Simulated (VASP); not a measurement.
Set up this calculation in VASP 6.6.1, as the native input.

```
Task                   : single point
Functional             : PBE
Potentials or basis    : VASP PAW PBE potentials, release 64 (Sb)
Cutoff                 : 520 eV
k mesh                 : 6 × 6 × 6
Occupations            : fermi-dirac, width 0.0769 eV
Spin                   : no spin polarisation
Dipole correction      : no
Further INCAR settings : ALGO = Normal; EDIFF = 1e-07; NBANDS = 18
```

The structure of Sb lies in POSCAR:

```
Sb
1.0
   -4.3542826304      0.0000000000      0.0000000000
    0.0000000000     -4.8281541236      0.0000000000
    2.1771413152      0.0000000000      6.2264704703
Sb
4
Direct
    0.1147731418      0.9523227479      0.2295462835
    0.6147731418      0.5476772521      0.2295462835
    0.8852268582      0.0476772521      0.7704537165
    0.3852268582      0.4523227479      0.7704537165
```

One way to write it, as run:

INCAR

```
ALGO = Normal
EDIFF = 1E-7
ENCUT = 520
GGA = PE
ISIF = 2
ISMEAR = -1
LASPH = T
LCHARG = F
LREAL = F
LWAVE = F
NBANDS = 18
NELM = 100
PREC = Accurate
SIGMA = 0.0769
```

KPOINTS

```
k-points
0
Gamma
  6 6 6
```

Potentials or basis: VASP PAW PBE potentials, release 64 (Sb).

Run with:

```bash
$ cat potpaw_PBE.64/Sb/POTCAR > POTCAR
$ mpirun -np 1 vasp_std > vasp.out
```

It gave:

```
Pressure               : 0.1 GPa
Largest force          : 0.042 eV/Å
Band gap on the k mesh : zero (band 10 reaches 6.18 eV, above the bottom of band 11 at 6.02 eV)
```

Caveat: spin-orbit coupling is left out, which moves the levels of the heavy elements.

It took 62 s on 1 thread of Intel(R) Xeon(R) Platinum 8488C (Sapphire Rapids), on a shared host, peak memory 0.27 GiB.
